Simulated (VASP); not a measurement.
Set up this calculation in VASP 6.6.1, as the native input.

```
Task                   : single point
Functional             : PBE
Potentials or basis    : VASP PAW PBE potentials, release 64 (Eu, S)
Cutoff                 : 600 eV
k mesh                 : 10 × 10 × 10
Occupations            : gaussian, width 0.1 eV
Spin                   : collinear spin, ferromagnetic start
Starting moments       : [7.0, 0.0] μB
Hubbard terms          : Eu f U = 2.0 eV
Dipole correction      : no
Further INCAR settings : ALGO = Normal; EDIFF = 1e-06; NBANDS = 22
```

The structure of EuS lies in POSCAR:

```
EuS
1.0
    0.0000000000      2.9785000000      2.9785000000
    2.9785000000      0.0000000000      2.9785000000
    2.9785000000      2.9785000000      0.0000000000
Eu S
1 1
Direct
    0.0000000000      0.0000000000      0.0000000000
    0.5000000000      0.5000000000      0.5000000000
```

One way to write it, as run:

INCAR

```
SYSTEM = EuS
  ALGO = Normal
  EDIFF = 1E-6
  ENCUT = 600
  GGA = PE
  GGA_COMPAT = .FALSE.
  ISIF = 2
  ISMEAR = 0
  ISPIN = 2
  LASPH = .TRUE.
  LCHARG = .FALSE.
  LDAU = .TRUE.
  LDAUJ = 0 0
  LDAUL = 3 -1
  LDAUPRINT = 1
  LDAUTYPE = 2
  LDAUU = 2 0
  LMAXMIX = 6
  LORBIT = 11
  LREAL = .FALSE.
  LWAVE = .FALSE.
  MAGMOM = 7 0
  NBANDS = 22
  NELM = 200
  PREC = Accurate
  SIGMA = 0.1
```

KPOINTS

```
k-points
0
G
  10 10 10
  0 0 0
```

Potentials or basis: VASP PAW PBE potentials, release 64 (Eu, S).

Run with:

```console
$ cat potpaw_PBE.64/Eu/POTCAR potpaw_PBE.64/S/POTCAR > POTCAR
$ mpirun -np 1 vasp_std > vasp.out
```

Results of the run:

The pressure is -1.2 GPa, the band gap on the k mesh is zero (filled and empty bands overlap) and the net moment is 7.00 μB per cell. The site moments are Eu +6.65; S -0.07 μB and the valence electrons inside the program's atomic spheres are Eu 14.80; S 3.75.

Caveat: spin-orbit coupling is left out, which moves the levels of the heavy elements; a cell with one magnetic atom can't hold antiferromagnetic order, which such compounds often take.

Run time: 91 s on 1 thread of Intel(R) Xeon(R) 6975P-C (Granite Rapids), with other jobs on the host, peak memory 0.32 GiB.
